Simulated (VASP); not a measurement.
# Ge (I4_1/amd) in VASP: relaxation of cell and atoms with PBE

Aim: the relaxation of cell and atoms of Ge with PBE.

Everything below comes from runs of VASP 6.6.1. Logs are shortened: lines on timing, memory, paths and dates and some standing lists are left out, and cuts for length are marked.

## (1) The cell of the first run

It takes space group I4_1/amd (No. 141, tetragonal). Conventional cell: a = 4.097 Å, b = 4.097 Å, c = 5.718 Å, α = 90.00°, β = 90.00°, γ = 90.00°. Within 3.3 Å of Ge (site symmetry -4m2) lie 4 Ge at 2.50 Å.

## (2) Relaxation of cell and atoms, PBE

The input, INCAR:

```
SYSTEM = Ge
PREC = Accurate
ENCUT = 600
EDIFF = 1E-6
ISMEAR = 0
SIGMA = 0.1
LREAL = .FALSE.
LASPH = .TRUE.
NELM = 80
ALGO = Fast
ISIF = 3
LWAVE = .FALSE.
LCHARG = .FALSE.
GGA = PE
IBRION = 2
NSW = 100
EDIFFG = -0.01
```

The input, KPOINTS:

```
Automatic mesh
0
G
  20 20 20
  0 0 0
```

The input, POSCAR:

```
Ge
1.0
   -2.0482660065      2.0482660065      2.8587952445
    2.0482660065     -2.0482660065      2.8587952445
    2.0482660065      2.0482660065     -2.8587952445
Ge
2
Direct
    0.0000000000      0.0000000000      0.0000000000
    0.7500000000      0.2500000000      0.5000000000
```

Potentials or basis: VASP PAW PBE potentials, release 64 (Ge_d).

On the command line:

```
$ cat potpaw_PBE.64/Ge_d/POTCAR > POTCAR
$ mpirun -np 1 vasp_std > vasp.out
```

OUTCAR:

```text
SYSTEM = Ge
   PREC = Accurate
   ENCUT = 600
   EDIFF = 1E-6
   ISMEAR = 0
   LREAL = .FALSE.
   LASPH = .TRUE.
   NELM = 80
   ISIF = 3
   GGA = PE
   IBRION = 2
   NSW = 100
   EDIFFG = -0.01

 ion  position               nearest neighbor table
   1  0.000  0.000  0.000-   2 2.50   2 2.50   2 2.50   2 2.50
   2  0.750  0.250  0.500-   1 2.50   1 2.50   1 2.50   1 2.50

  LATTYP: Found a body centered tetragonal cell.
 ALAT       =     4.0965320130
 C/A-ratio  =     1.3957148317

  Lattice vectors:

 A1 = (  -2.0482660065,   2.0482660065,   2.8587952445)
 A2 = (   2.0482660065,  -2.0482660065,   2.8587952445)
 A3 = (   2.0482660065,   2.0482660065,  -2.8587952445)

Analysis of symmetry for initial positions (statically):
=====================================================================
 Subroutine PRICEL returns:
 Original cell was already a primitive cell.

 Routine SETGRP: Setting up the symmetry group for a
 body centered tetragonal supercell.

 Subroutine GETGRP returns: Found 16 space group operations
 (whereof  8 operations were pure point group operations)
 out of a pool of 16 trial point group operations.

The static configuration has the point symmetry D_2d.
 The point group associated with its full space group is D_4h.

Analysis of symmetry for dynamics (positions and initial velocities):
=====================================================================
 Subroutine PRICEL returns:
 Original cell was already a primitive cell.

 Routine SETGRP: Setting up the symmetry group for a
 body centered tetragonal supercell.

 Subroutine GETGRP returns: Found 16 space group operations
 (whereof  8 operations were pure point group operations)
 out of a pool of 16 trial point group operations.

The dynamic configuration has the point symmetry D_2d.
 The point group associated with its full space group is D_4h.

 Subroutine INISYM returns: Found 16 space group operations
 (whereof  8 operations are pure point group operations),
 and found     1 'primitive' translations

----------------------------------------------------------------------------------------

                                     Primitive cell

  volume of cell :      47.9751

  direct lattice vectors                    reciprocal lattice vectors
    -2.048266007  2.048266007  2.858795244     0.000000000  0.244108919  0.174898850
     2.048266007 -2.048266007  2.858795244     0.244108919  0.000000000  0.174898850
     2.048266007  2.048266007 -2.858795244     0.244108919  0.244108919  0.000000000

  length of vectors
     4.069827701  4.069827701  4.069827701     0.300297805  0.300297805  0.345222143

  position of ions in fractional coordinates (direct lattice)
     0.000000000  0.000000000  0.000000000
     0.750000000  0.250000000  0.500000000

  ion indices of the primitive-cell ions
   primitive index   ion index
                 1           1
                 2           2

----------------------------------------------------------------------------------------

 KPOINTS: Automatic mesh

Automatic generation of k-mesh.
 Grid dimensions read from file:
 generate k-points for:   20   20   20

 Generating k-lattice:

  Cartesian coordinates                     Fractional coordinates (reciprocal lattice)
     0.000000000  0.012205446  0.008744942     0.050000000 -0.000000000  0.000000000
     0.012205446  0.000000000  0.008744942    -0.000000000  0.050000000  0.000000000
     0.012205446  0.012205446  0.000000000     0.000000000  0.000000000  0.050000000

  Length of vectors
     0.015014890  0.015014890  0.017261107

  Shift w.r.t. Gamma in fractional coordinates (k-lattice)
     0.000000000  0.000000000  0.000000000

 Subroutine IBZKPT returns following result:
 ===========================================

 Found    641 irreducible k-points:

 Following reciprocal coordinates:
            Coordinates               Weight
  0.000000  0.000000  0.000000      1.000000
  0.050000  0.000000 -0.000000      8.000000
  0.100000 -0.000000  0.000000      8.000000
  0.150000  0.000000  0.000000      8.000000
  0.200000 -0.000000  0.000000      8.000000
  0.250000 -0.000000  0.000000      8.000000
[... 16 lines left out ...]
 -0.400000  0.050000  0.000000     16.000000
 -0.350000  0.050000  0.000000     16.000000
 [... further k-points ...]
   k-points           NKPTS =    641   k-points in BZ     NKDIM =    641   number of bands    NBANDS=     18
   number of dos      NEDOS =    301   number of ions     NIONS =      2
   total plane-waves  NPLWV =  46656
   dimension x,y,z NGX =    36 NGY =   36 NGZ =   36
   dimension x,y,z NGXF=    72 NGYF=   72 NGZF=   72
   ions per type =               2
   NGX,Y,Z   is equivalent  to a cutoff of  14.71, 14.71, 14.71 a.u.
   NGXF,Y,Z  is equivalent  to a cutoff of  29.41, 29.41, 29.41 a.u.
 SYSTEM =  Ge
   PREC   = accura    normal or accurate (medium, high low for compatibility)
   ISTART =      0    job   : 0-new  1-cont  2-samecut
   ICHARG =      2    charge: 1-file 2-atom 10-const
   ISPIN  =      1    spin polarized calculation?
   LNONCOLLINEAR =      F non collinear calculations
   LSORBIT =      F    spin-orbit coupling
   LASPH  =      T    aspherical Exc in radial PAW
   ENCUT  =  600.0 eV  44.10 Ry    6.64 a.u.   8.13  8.13  8.13*2*pi/ulx,y,z
   NELM   =     80;   NELMIN=  2; NELMDL= -5     # of ELM steps
   EDIFF  = 0.1E-05   stopping-criterion for ELM
   LREAL  =      F    real-space projection
   EDIFFG = -.1E-01   stopping-criterion for IOM
   NSW    =    100    number of steps for IOM
   IBRION =      2    ionic relax: 0-MD 1-quasi-New 2-CG
   NFREE  =      1    steps in history (QN), initial steepest desc. (CG)
   ISIF   =      3    stress and relaxation
   ISYM   =      2    0-nonsym 1-usesym 2-fastsym
   POTIM  = 0.5000    time-step for ionic-motion
   TEBEG  =    0.0;   TEEND  =   0.0 temperature during run
   PSTRESS=    0.0 pullay stress
   NELECT =      28.0000    total number of electrons
   NUPDOWN=      -1.0000    fix difference up-down
   EMIN   =  10.00;   EMAX   =-10.00  energy-range for DOS
   EFERMI =   0.00;   METHOD = LEGACY
   ISMEAR =     0;   SIGMA  =   0.10  broadening in eV -4-tet -1-fermi 0-gaus
   EFERMI_NEDOS =   21; number of points for ismear=-14 and -15
   IALGO  =     68    algorithm
   IMIX   =      4    mixing-type and parameters
     AMIX     =   0.40;   BMIX     =  1.00
     AMIX_MAG =   1.60;   BMIX_MAG =  1.00
  volume/ion in A,a.u.               =      23.99       161.88
  Fermi-wavevector in a.u.,A,eV,Ry     =   1.368114  2.585360 25.466510  1.871736
  Thomas-Fermi vector in A             =   2.494107
   LORBIT       =      0    0 simple, 1 ext, 2 COOP (PROOUT), +10 PAW based schemes
   GGA     = PE    functional components
   LHFCALC =     F    Hartree Fock is set to
   AEXX    =    0.0000 exact exchange contribution
   IVDW    =     0    specifies the selected vdW correction
   LEPSILON=     F    determine dielectric tensor
   LRPA    =     F    only Hartree local field effects (RPA)
 conjugate gradient relaxation of ions
 non-spin polarized calculation
 RMM-DIIS sequential band-by-band and
 Gauss-broadening in eV      SIGMA  =   0.10
  energy-cutoff  :      600.00
  volume of cell :       47.98
 maximum number of plane-waves:      1620
 NGX is ok and might be reduce to    36
   NGX = 17   NGY = 17   NGZ = 17

--------------------------------------- Ionic step        1  -------------------------------------------

 number of electron      28.0000003 magnetization

 Free energy of the ion-electron system (eV)
  ---------------------------------------------------
  ext. energy  EPLUGINS =         0.00000000
  ---------------------------------------------------
  free energy    TOTEN  =        -9.03626837 eV

  energy without entropy =       -9.03599490  energy(sigma->0) =       -9.03613164

------------------------ aborting loop because EDIFF is reached ----------------------------------------

  FORCE on cell =-STRESS in cart. coord.  units (eV):
  Direction    XX          YY          ZZ          XY          YZ          ZX
  --------------------------------------------------------------------------------------
  -------------------------------------------------------------------------------------
  Total       -0.1648761     -0.1648761      0.0931809      0.0000000      0.0000000      0.0000000
  in kB       -5.5062065     -5.5062065      3.1118724      0.0000000      0.0000000      0.0000000
  external PRESSURE =      -2.6335135 kB  Pullay stress =       0.0000000 kB
[... 237 lines left out ...]
  energy  without entropy=       -9.0370172412  energy(sigma->0) =       -9.03713710

--------------------------------------- Ionic step        8  -------------------------------------------

 number of electron      28.0000001 magnetization

 Free energy of the ion-electron system (eV)
  ---------------------------------------------------
  ext. energy  EPLUGINS =         0.00000000
  ---------------------------------------------------
  free energy    TOTEN  =        -9.03753940 eV

  energy without entropy =       -9.03728583  energy(sigma->0) =       -9.03741261

 E-fermi :   4.4985     XC(G=0):  -9.6743

 val. band max:        4.4861440225   @ k =   0.0000   0.0000   0.0000
 cond. band min:       4.5124978566   @ k =   0.5000  -0.0000   0.0000
 fundamental gap:      0.0263538341
 Fermi energy:         4.4984583615

 k-point     1 :       0.0000    0.0000    0.0000
  band No.  band energies     occupation
      1     -20.2618      2.00000
      2     -20.2617      2.00000
      3     -20.2617      2.00000
      4     -20.2295      2.00000
      5     -20.2295      2.00000
      6     -20.0462      2.00000
[... 10 lines left out ...]
     17       7.0155      0.00000
     18       7.0155      0.00000
[... 466 lines left out ...]
      2     -20.2800      2.00000
      3     -20.2488      2.00000
      4     -20.1996      2.00000
      5     -20.1936      2.00000
      6     -20.0827      2.00000
[... 10 lines left out ...]
     17       8.4644      0.00000
     18      10.9763      0.00000

 [... further k-points ...]

------------------------ aborting loop because EDIFF is reached ----------------------------------------

  FORCE on cell =-STRESS in cart. coord.  units (eV):
  Direction    XX          YY          ZZ          XY          YZ          ZX
  --------------------------------------------------------------------------------------
  -------------------------------------------------------------------------------------
  Total        0.0149603      0.0149603      0.0147923      0.0000000      0.0000000      0.0000000
  in kB        0.5018435      0.5018435      0.4962091      0.0000000      0.0000000      0.0000000
  external PRESSURE =       0.4999654 kB  Pullay stress =       0.0000000 kB
[... 17 lines left out ...]
  FREE ENERGIE OF THE ION-ELECTRON SYSTEM (eV)
  ---------------------------------------------------
  free  energy   TOTEN  =        -9.0375393954 eV

  energy  without entropy=       -9.0372858268  energy(sigma->0) =       -9.03741261

 reached required accuracy - stopping structural energy minimisation
```

It took 70 min on 1 thread of Oxide Virtual Turin-like, shared host; peak memory 0.63 GiB.

Results:

| Item | Value |
| --- | --- |
| Free energy | -9.0375 eV |
| Relaxed volume | 23.88 Å³/atom |
| Relaxed cell | a = 4.072 Å, b = 4.072 Å, c = 4.072 Å, α = 119.99°, β = 119.99°, γ = 90.01° |
| Space group after relaxing (to 0.1 Å) | Fd-3m (No. 227) |
| Energy gained by relaxing | 0.6 meV/atom |
| Ionic steps | 8 |
| Pressure after relaxing | 0.0 GPa |
| Band gap on the k mesh | zero (filled and empty bands touch) |

Step by step:
| step | energy change (eV) | largest force (eV/Å) | pressure (GPa) | volume (Å³) |
| --- | --- | --- | --- | --- |
| 1 | 0.0000 | 0.0000 | -0.26 | 47.98 |
| 2 | -0.0009 | 0.0000 | 0.16 | 47.70 |
| 3 | -0.0010 | 0.0000 | 0.06 | 47.64 |
| 4 | -0.0009 | 0.0000 | 0.38 | 47.51 |
| 5 | -0.0010 | 0.0000 | 0.41 | 47.58 |
| 6 | -0.0010 | 0.0000 | 0.18 | 47.61 |
| 7 | -0.0010 | 0.0000 | 0.23 | 47.60 |
| 8 | -0.0013 | 0.0000 | 0.05 | 47.76 |

Final structure:
```xyz
2
Lattice="-2.0364 2.0364 2.8793 2.0364 -2.0364 2.8793 2.0364 2.0364 -2.8793" Properties=species:S:1:pos:R:3 pbc="T T T"
Ge    2.0364   -2.0364    2.8793
Ge    0.0000    2.0364    1.4397
```

Levels at points of the mesh, in eV from the Fermi level:
```csv
k point,band 11,band 12,band 13,band 14,band 15,band 16,band 17,band 18
"(0.00, 0.00, 0.00)",-12.39,-0.46,-0.01,-0.01,-0.01,2.52,2.52,2.52
"(0.50, 0.00, 0.00)",-10.43,-7.38,-1.34,-1.34,0.01,3.70,3.71,7.09
"(0.50, 0.50, 0.00)",-8.71,-8.71,-2.90,-2.90,0.81,0.81,9.07,9.07
"(0.50, 0.50, 0.50)",-8.70,-8.70,-2.91,-2.91,0.80,0.80,9.07,9.07
```

Caveat: semilocal functionals underestimate gaps, and a narrow one can read as zero.

The gap in the log of VASP goes by the Fermi energy; the results here count the filled bands.